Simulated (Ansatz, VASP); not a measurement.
# Co: VASP beside Ansatz

The input POSCAR:

```
Co
1.0
    2.5190164704      0.0000000000      0.0000000000
   -1.2595082352      2.1815322559      0.0000000000
    0.0000000000      0.0000000000      8.2468668932
Co
4
Direct
    0.6666666667      0.3333333333      0.7500000000
    0.0000000000      0.0000000000      0.5000000000
    0.3333333333      0.6666666667      0.2500000000
    0.0000000000      0.0000000000      0.0000000000
```

The input INCAR.step1:

```
PREC = Accurate
ENCUT = 520
ISMEAR = -1
SIGMA = 0.05
LREAL = F
LASPH = T
NELM = 150
ISPIN = 2
MAGMOM = 2 2 2 2
LMAXMIX = 4
NBANDS = 30
GGA = PE
ALGO = Normal
EDIFF = 1E-4
LWAVE = T
LCHARG = F
```

INCAR.step2

```
PREC = Accurate
ENCUT = 520
EDIFF = 1E-7
ISMEAR = -1
SIGMA = 0.05
LREAL = F
LASPH = T
NELM = 150
ALGO = Normal
ISIF = 2
LWAVE = F
LCHARG = T
ISPIN = 2
MAGMOM = 2 2 2 2
LORBIT = 11
LMAXMIX = 4
METAGGA = R2SCAN
LMIXTAU = T
IVDW = 12
LELF = T
LVHAR = T
NBANDS = 30
VDW_S6 = 1.0
VDW_S8 = 0.78981345
VDW_A1 = 0.49484001
VDW_A2 = 5.73083694
ISTART = 1
```

Contents of KPOINTS:

```
regular mesh
0
Gamma
  12 12 4
```

Contents of input.yaml:

```yaml
crystal:
  lattice:
    - [2.5190164704, 0.0, 0.0]
    - [-1.2595082352, 2.1815322559, 0.0]
    - [0.0, 0.0, 8.2468668932]
  atoms:
    - { symbol: Co, position: [0.6666666667, 0.3333333333, 0.75], spin: 2.0 }
    - { symbol: Co, position: [0.0, 0.0, 0.5], spin: 2.0 }
    - { symbol: Co, position: [0.3333333333, 0.6666666667, 0.25], spin: 2.0 }
    - { symbol: Co, position: [0.0, 0.0, 0.0], spin: 2.0 }
hamiltonian:
  xc: r2scan
  pseudopotentials: { kind: paw }
  dispersion: d3bj
magnetization:
  spin_polarized: true
kpoints:
  mp_grid: { grid: [12, 12, 4] }
scf:
  occupations: { method: fermi_dirac, width: 0.05 }
output:
  forces: true
  stress: true
  eigenvalues: true
```

Alike in both runs: task single point; functional r2SCAN; dispersion D3(BJ); k mesh 12 × 12 × 4; occupations fermi-dirac, width 0.05 eV; collinear spin.

|  | VASP | Ansatz |
| --- | --- | --- |
| version | VASP 6.6.1 | Ansatz 0.2.0 |
| potentials or method | VASP PAW PBE potentials, release 64 (Co) | Ansatz PAW |
| plane-wave cutoff (eV) | 520 | 500 |
| valence electrons in the cell | 36 | 68 |

Ansatz gave:

```
gap on the k mesh at the Fermi level (eV)                     : none
pressure (GPa)                                                : -14.6
traceless stress, the component that is largest in VASP (GPa) : 0.31
net moment per atom (μB)                                      : 1.78
size of the moment on the site where the two differ most (μB) : 1.94
```

Q: What did VASP give for the same quantities?

A: gap on the k mesh at the Fermi level (eV): none; pressure (GPa): -14.5; traceless stress, the component that is largest in VASP (GPa): 0.35; net moment per atom (μB): 1.78; size of the moment on the site where the two differ most (μB): 1.87.

VASP's potentials were made for PBE, not for r2SCAN. Site moments also hang on the region over which each program counts them. A gap of «none» marks a metal or a gap that the smearing closes. VASP's potentials hold 36 valence electrons a cell and Ansatz's 68, so a difference there can come from the potentials and not from the codes.

Noted on Ansatz's run: the magnetic or orbital state may not be the lowest.
